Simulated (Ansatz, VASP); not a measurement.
Two plane-wave programs on Ga

```
CELL_PARAMETERS angstrom
2.68722 0.00000 0.00000
0.00000 2.68722 0.00000
0.00000 0.00000 5.84040
ATOMIC_POSITIONS crystal
Ga 0.50000 0.50000 0.22554
Ga 0.50000 0.50000 0.77446
```

Alike in both runs: task single point; functional PBE; k mesh 6 × 6 × 4; occupations gaussian, width 0.1 eV; no spin polarisation.

|  | VASP | Ansatz |
| --- | --- | --- |
| version | VASP 6.6.1 | Ansatz 0.2.0 |
| potentials or method | VASP PAW PBE potentials, release 64 (Ga_d), cutoff 520 eV | scalar-relativistic, plane waves, PAW |
| valence electrons in the cell | 26 | 26 |

```csv
,VASP,Ansatz,Ansatz less VASP
gap on the k mesh at the Fermi level (eV),none,none,-
pressure (GPa),1.1,1.0,-0.10
"traceless stress, the component that is largest in VASP (GPa)",-0.97,-0.94,+0.036
rms of the force components (eV/Å),0.333,0.329,-0.0036
```

Atom by atom the forces differ by 0.004 eV/Å (rms over components). A gap of «none» marks a metal or a gap that the smearing closes. With one functional, cell and mesh, what is left measures potentials, basis and numerics.

The k mesh is coarse, so the values compare programs but aren't converged.
